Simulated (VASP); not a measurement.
A run of VASP 6.6.1 is set up as follows.

The input POSCAR:

```
LiNbO3
1.0
    2.5390995175      1.4659497899      4.4710133895
   -2.5390995175      1.4659497899      4.4710133895
    0.0000000000     -2.9318995799      4.4710133894
Li Nb O
2 2 6
Direct
    0.2500000000      0.2500000000      0.2500000000
    0.7500000000      0.7500000000      0.7500000000
    0.0000000000      0.0000000000      0.0000000000
    0.5000000000      0.5000000000      0.5000000000
    0.1233874148      0.3766125852      0.7500000000
    0.7500000000      0.1233874148      0.3766125852
    0.3766125852      0.7500000000      0.1233874148
    0.2500000000      0.8766125852      0.6233874148
    0.8766125852      0.6233874148      0.2500000000
    0.6233874148      0.2500000000      0.8766125852
```

The input INCAR.step1:

```
PREC = Accurate
ENCUT = 600
ISMEAR = 0
SIGMA = 0.02
LREAL = False
LASPH = True
NELM = 100
GGA = PE
ALGO = Normal
EDIFF = 1E-4
LWAVE = True
LCHARG = False
```

Contents of INCAR.step2:

```
PREC = Accurate
ENCUT = 600
EDIFF = 1E-6
ISMEAR = 0
SIGMA = 0.02
LREAL = False
LASPH = True
NELM = 100
ALGO = Normal
ISIF = 4
LWAVE = False
LCHARG = False
METAGGA = R2SCAN
LMIXTAU = True
IBRION = 2
NSW = 50
EDIFFG = -0.01
ISTART = 1
```

File KPOINTS:

```
regular mesh
0
Gamma
  6 6 6
```

Potentials or basis: VASP PAW PBE potentials, release 64 (Li_sv, Nb_sv, O).

The run is started by

```sh
$ cat potpaw_PBE.64/Li_sv/POTCAR potpaw_PBE.64/Nb_sv/POTCAR potpaw_PBE.64/O/POTCAR > POTCAR
$ cp INCAR.step1 INCAR
$ mpirun -np 1 vasp_std > vasp.out
$ cp INCAR.step2 INCAR
$ mpirun -np 1 vasp_std > vasp.out
```

Task: Predict the band gap on the k mesh.

Result: 3.14 eV (least direct gap 3.21 eV).

Final structure:
```
Li Nb O
1.0
     2.54156    1.46737    4.46235
    -2.54156    1.46737    4.46235
     0.00000   -2.93474    4.46235
Li Nb O
2 2 6
Direct
  0.25000 0.25000 0.25000
  0.75000 0.75000 0.75000
  0.00000 0.00000 0.00000
  0.50000 0.50000 0.50000
  0.11886 0.38114 0.75000
  0.75000 0.11886 0.38114
  0.38114 0.75000 0.11886
  0.25000 0.88114 0.61886
  0.88114 0.61886 0.25000
  0.61886 0.25000 0.88114
```

 A k mesh can miss the band edges.
